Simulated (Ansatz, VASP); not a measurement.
Two plane-wave programs on Cu

```
CELL_PARAMETERS angstrom
-1.49665 1.49665 1.34329
1.49665 -1.49665 1.34329
1.49665 1.49665 -1.34329
ATOMIC_POSITIONS crystal
Cu 0.00696 0.90445 0.95375
```

Alike in both runs: functional PBE; k mesh 10 × 10 × 10; occupations gaussian, width 0.1 eV; no spin polarisation.

Ansatz relaxed the structure, and its values are those at the end. VASP's run is a single point on that final structure, the one shown.

|  | VASP | Ansatz |
| --- | --- | --- |
| version | VASP 6.6.1 | Ansatz 0.2.0 |
| potentials or method | VASP PAW PBE potentials, release 64 (Cu), cutoff 520 eV | scalar-relativistic, plane waves, PAW |
| valence electrons in the cell | 11 | 19 |

Ansatz gave:

| Item | Value |
| --- | --- |
| gap on the k mesh at the Fermi level (eV) | none |
| pressure (GPa) | 0.0 |

Q: Estimate VASP's values.

A: gap on the k mesh at the Fermi level (eV): none; pressure (GPa): 0.6.

A gap of «none» marks a metal or a gap that the smearing closes. With one functional, cell and mesh, what is left measures potentials, basis and numerics. VASP's potentials hold 11 valence electrons a cell and Ansatz's 19, so a difference there can come from the potentials and not from the codes.
